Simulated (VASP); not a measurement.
Here is a VASP 6.6.1 calculation.

INCAR

```
ALGO = Fast
EDIFF = 1E-6
EDIFFG = -0.01
ENCUT = 600
GGA = PE
IBRION = 2
ISIF = 3
ISMEAR = 0
LASPH = True
LCHARG = False
LREAL = False
LWAVE = False
NELM = 60
NSW = 100
PREC = Accurate
SIGMA = 0.1
```

Contents of KPOINTS:

```
k-points
0
Gamma
  10 10 10
```

POSCAR

```
Al
1.0
   -2.6517336691      2.6517336691      3.7150439077
    2.6517336691     -2.6517336691      3.7150439077
    2.6517336691      2.6517336691     -3.7150439077
Al
6
Direct
    0.0000000000      0.0000000000      0.0000000000
    0.7500000000      0.2500000000      0.5000000000
    0.3750000000      0.6250000000      0.7500000000
    0.3750000000      0.1250000000      0.7500000000
    0.3750000000      0.6250000000      0.2500000000
    0.8750000000      0.6250000000      0.2500000000
```

Potentials or basis: VASP PAW PBE potentials, release 64 (Al).

Run with:

```sh
$ cat potpaw_PBE.64/Al/POTCAR > POTCAR
$ mpirun -np 1 vasp_std > vasp.out
```

**Question.** Predict the relaxed cell.

**Answer.** a = 5.289 Å, b = 5.289 Å, c = 5.289 Å, α = 119.84°, β = 119.84°, γ = 90.27°.

**Question.** Estimate the space group after relaxing (to 0.1 Å).

**Answer.** Fd-3m (No. 227).

The path:
| step | energy change (eV) | largest force (eV/Å) | pressure (GPa) | volume (Å³) |
| --- | --- | --- | --- | --- |
| 1 | 0.0000 | 0.0000 | 0.16 | 104.49 |
| 2 | -0.0008 | 0.0000 | 0.02 | 104.76 |
| 3 | -0.0008 | 0.0000 | 0.02 | 104.76 |
| 4 | -0.0009 | 0.0000 | 0.00 | 104.79 |
| 5 | -0.0010 | 0.0000 | -0.04 | 104.86 |

Caveat: the highest band is partly filled, so the run has too few bands.
